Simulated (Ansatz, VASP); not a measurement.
# Two plane-wave programs on TaN

Contents of INCAR:

```
SYSTEM = TaN
PREC = Accurate
ENCUT = 600
EDIFF = 1E-6
ISMEAR = 0
SIGMA = 0.1
LREAL = .FALSE.
LASPH = .TRUE.
NELM = 80
ALGO = Normal
ISIF = 3
LWAVE = .FALSE.
LCHARG = .FALSE.
GGA = CA
IBRION = 2
NSW = 100
EDIFFG = -0.002
```

The input KPOINTS:

```
regular mesh
0
G
  24 24 20
  0 0 0
```

POSCAR

```
TaN
1.0
    2.9063959231      0.0000000000      0.0000000000
   -1.4531979615      2.5170127028      0.0000000000
    0.0000000000      0.0000000000      2.8523005582
Ta N
1 1
Direct
    0.0000000000      0.0000000000      0.5000000000
    0.6666666667      0.3333333333      0.0000000000
```

Input for Ansatz:

```yaml
crystal:
  lattice:
    - [2.9063959231, 0.0, 0.0]
    - [-1.4531979615, 2.5170127028, 0.0]
    - [0.0, 0.0, 2.8523005582]
  atoms:
    - { symbol: Ta, position: [0.0, 0.0, 0.5] }
    - { symbol: "N", position: [0.6666666667, 0.3333333333, 0.0] }
basis:
  ecutwfc: 420
kpoints:
  mp_grid: { grid: [24, 24, 20] }
hamiltonian:
  xc: lda
  pseudopotentials: { kind: paw, azcp: { folder: soft_1 } }
scf:
  occupations: { method: gaussian, width: 0.1 }
output:
  forces: true
  stress: true
  eigenvalues: true
relax:
  adjacent_minimum: "off"
  f_tol: 0.002
  max_steps: 80
  cell: { stress_tol: 0.02 }
```

Alike in both runs: task relaxation of cell and atoms; functional LDA; k mesh 24 × 24 × 20; occupations gaussian, width 0.1 eV; no spin polarisation.

|  | VASP | Ansatz |
| --- | --- | --- |
| version | VASP 6.6.1 | Ansatz 0.2.0 |
| potentials or method | VASP PAW LDA potentials, release 64 (Ta_pv, N), cutoff 600 eV | scalar-relativistic, plane waves, PAW |
| valence electrons in the cell | 16 | 18 |

Ansatz gave:

- gap on the k mesh at the Fermi level, each at its own relaxed structure (eV): none
- relaxed volume (Å³/atom): 10.43
- relaxed cell length with the largest relative difference (Å): 2.852

Task: Estimate VASP's values.

Result: gap on the k mesh at the Fermi level, each at its own relaxed structure (eV): none; relaxed volume (Å³/atom): 10.49; relaxed cell length with the largest relative difference (Å): 2.856.

Ansatz warns that its potentials were made for another functional, while VASP's fit it. LDA's correlation is that of Perdew and Zunger in VASP and of Perdew and Wang (1992) in Ansatz. A gap of «none» marks a metal or a gap that the smearing closes. VASP's potentials hold 16 valence electrons a cell and Ansatz's 18, so a difference there can come from the potentials and not from the codes.

Neither program's run includes spin-orbit coupling.
